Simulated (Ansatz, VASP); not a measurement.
# Two plane-wave programs on Ru

```
CELL_PARAMETERS angstrom
2.68952 0.00000 0.00000
-1.34476 2.32920 0.00000
0.00000 0.00000 4.35822
ATOMIC_POSITIONS crystal
Ru 0.33333 0.66667 0.25000
Ru 0.66667 0.33333 0.75000
```

Change from the starting cell: strain +0.000 along x and y, +0.025 along z, atoms carried along.

Alike in both runs: task single point; functional PBEsol; k mesh 24 × 24 × 14; occupations gaussian, width 0.15 eV; no spin polarisation.

```csv
,VASP,Ansatz
version,VASP 6.6.1,Ansatz 0.2.0
potentials or method,"VASP PAW PBE potentials, release 64 (Ru_pv), cutoff 520 eV","scalar-relativistic, plane waves, PAW"
valence electrons in the cell,28,32
```

VASP gave:

| Item | Value |
| --- | --- |
| gap on the k mesh at the Fermi level (eV) | none |
| pressure (GPa) | -8.2 |
| traceless stress, the component that is largest in VASP (GPa) | -8.19 |

Question: What did Ansatz give for the same quantities?

Answer: gap on the k mesh at the Fermi level (eV): none; pressure (GPa): -8.1; traceless stress, the component that is largest in VASP (GPa): -8.21.

VASP's potentials were made for PBE, not for PBEsol. A gap of «none» marks a metal or a gap that the smearing closes. The functional is the same, so the differences come from potentials, cutoffs and numerics. VASP's potentials hold 28 valence electrons a cell and Ansatz's 32, so a difference there can come from the potentials and not from the codes.
